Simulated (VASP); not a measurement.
PtC (rocksalt type), 2 atoms in the cell. The structure is cubic, space group Fm-3m (No. 225). The conventional cell has a = 4.495 Å, b = 4.495 Å, c = 4.495 Å, α = 90.00°, β = 90.00°, γ = 90.00°. Within 3.0 Å of Pt (site symmetry m-3m) lie 6 C at 2.25 Å. Within 3.0 Å of C (site symmetry m-3m) lie 6 Pt at 2.25 Å.  This cell differs from its parent crystal: volume scaled by 1.02.

- Program: VASP 6.6.1
- Task: single point
- Functional: PBE
- Potentials or basis: VASP PAW PBE potentials, release 64 (Pt, C)
- Cutoff: 520 eV
- k mesh: 13 × 13 × 13
- Occupations: fermi-dirac, width 0.03 eV
- Spin: no spin polarisation
- Dipole correction: no
- Further INCAR settings: ALGO = Normal; EDIFF = 1e-07; NBANDS = 14

Potentials or basis: VASP PAW PBE potentials, release 64 (Pt, C).

Command:

```console
$ cat potpaw_PBE.64/Pt/POTCAR potpaw_PBE.64/C/POTCAR > POTCAR
$ mpirun -np 1 vasp_std > vasp.out
```

Hardware: 1 thread of Intel(R) Xeon(R) Platinum 8488C (Sapphire Rapids) (shared host).

Problem. Estimate the wall time of this run.

Solution. It took 13 s on 1 thread of Intel(R) Xeon(R) Platinum 8488C (Sapphire Rapids), on a shared host, peak memory 0.16 GiB. Counts: scf iterations 14, k points 84.
